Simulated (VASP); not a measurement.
The system is ScAl3.

```
Sc Al
1.0
     4.10533    0.00000    0.00000
     0.00000    4.10533    0.00000
     0.00000    0.00000    4.10533
Sc Al
1 3
Direct
  0.00000 0.00000 0.00000
  0.50000 0.00000 0.50000
  0.00000 0.50000 0.50000
  0.50000 0.50000 0.00000
```

```yaml
Program: VASP 6.6.1
Task: relaxation of cell and atoms
Functional: PBE
Dispersion: D3(BJ)
Potentials_or_basis: VASP PAW PBE potentials, release 64 (Sc_sv, Al)
Cutoff: 600 eV
k_mesh: 10 × 10 × 10
Occupations: gaussian, width 0.1 eV
Spin: no spin polarisation
```

At the start: pressure -3.6 GPa; volume 17.30 Å³/atom.

Question: How do energy, volume and symmetry change on relaxing?

Answer: Over 3 steps the energy falls by 8.0 meV/atom and the volume is 16.60 Å³/atom (-4.0 %); space group Pm-3m (No. 221, to 0.05 Å).

Step by step:
| step | energy change (eV) | largest force (eV/Å) | pressure (GPa) | volume (Å³) |
| --- | --- | --- | --- | --- |
| 1 | 0.0000 | 0.0000 | -3.57 | 69.19 |
| 2 | -0.0276 | 0.0000 | 1.49 | 65.40 |
| 3 | -0.0322 | 0.0000 | -0.01 | 66.40 |

Final structure:
```
Sc Al
1.0
     4.04942    0.00000    0.00000
     0.00000    4.04942    0.00000
     0.00000    0.00000    4.04942
Sc Al
1 3
Direct
  0.00000 0.00000 0.00000
  0.50000 0.00000 0.50000
  0.00000 0.50000 0.50000
  0.50000 0.50000 0.00000
```

Caveat: pairwise dispersion overbinds metals, which lowers pressure and volume.
